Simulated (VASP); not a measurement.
The system is MgZn3O4.

```xyz
8
Lattice="4.5983 0.0000 0.0000 0.0000 4.5983 0.0000 0.0000 0.0000 4.5983" Properties=species:S:1:pos:R:3 pbc="T T T"
Mg    0.0000    0.0000    0.0000
Zn    2.2991    0.0000    2.2991
Zn    2.2991    2.2991    0.0000
Zn    0.0000    2.2991    2.2991
O     1.1496    3.4487    3.4487
O     1.1496    1.1496    1.1496
O     3.4487    3.4487    1.1496
O     3.4487    1.1496    3.4487
```

| Property | Result |
| --- | --- |
| Program | VASP 6.6.1 |
| Task | relaxation of cell and atoms |
| Functional | PBE |
| Potentials or basis | VASP PAW PBE potentials, release 64 (Mg, Zn, O) |
| Cutoff | 600 eV |
| k mesh | 6 × 6 × 6 |
| Occupations | gaussian, width 0.02 eV |
| Spin | no spin polarisation |

At the start: pressure 1.8 GPa; volume 12.15 Å³/atom.

Question: How do energy, volume and symmetry change on relaxing?

Answer: Over 6 steps the energy falls by 2.1 meV/atom and the volume is 12.32 Å³/atom (+1.4 %); space group P-43m (No. 215, to 0.1 Å) before and after.

Step by step:
```tsv
step	energy change (eV)	largest force (eV/Å)	pressure (GPa)	volume (Å³)
1	0.0000	0.2795	1.76	97.23
2	-0.0146	0.0565	-0.82	99.12
3	-0.0151	0.0911	-0.36	98.82
4	-0.0151	0.0864	-0.40	98.85
5	-0.0165	0.0100	0.00	98.56
6	-0.0166	0.0065	-0.08	98.55
```

Final structure:
```
CELL_PARAMETERS angstrom
4.61897 0.00000 0.00000
0.00000 4.61897 0.00000
0.00000 0.00000 4.61897
ATOMIC_POSITIONS crystal
Mg 0.00000 0.00000 0.00000
Zn 0.50000 0.00000 0.50000
Zn 0.50000 0.50000 0.00000
Zn 0.00000 0.50000 0.50000
O 0.24787 0.75213 0.75213
O 0.24787 0.24787 0.24787
O 0.75213 0.75213 0.24787
O 0.75213 0.24787 0.75213
```
